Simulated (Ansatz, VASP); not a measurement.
**One calculation of CoO, two programs**

```
CELL_PARAMETERS angstrom
-1.49690 1.49690 2.11594
1.49690 -1.49690 2.11594
1.49690 1.49690 -2.11594
ATOMIC_POSITIONS crystal
Co 0.00000 0.00000 0.00000
O 0.50000 0.50000 0.00000
```

Alike in both runs: functional PBE; k mesh 6 × 6 × 6; occupations gaussian, width 0.1 eV; collinear spin.

Ansatz relaxed the structure, and its values are those at the end. VASP's run is a single point on that final structure, the one shown.

|  | VASP | Ansatz |
| --- | --- | --- |
| version | VASP 6.6.1 | Ansatz 0.2.0 |
| potentials or method | VASP PAW PBE potentials, release 64 (Co, O), cutoff 520 eV | scalar-relativistic, plane waves, PAW |
| valence electrons in the cell | 15 | 23 |

VASP gave:

* gap on the k mesh at the Fermi level (eV): none
* pressure (GPa): -0.5
* net moment per atom (μB): 1.36
* size of the moment on the site where the two differ most (μB): 2.43

Q: What did Ansatz give for the same quantities?

A: gap on the k mesh at the Fermi level (eV): none; pressure (GPa): 0.0; net moment per atom (μB): 1.37; size of the moment on the site where the two differ most (μB): 2.36.

Site moments also hang on the region over which each program counts them. A gap of «none» marks a metal or a gap that the smearing closes. With one functional, cell and mesh, what is left measures potentials, basis and numerics. VASP's potentials hold 15 valence electrons a cell and Ansatz's 23, so a difference there can come from the potentials and not from the codes.

The k mesh is coarse, so the values compare programs but aren't converged.
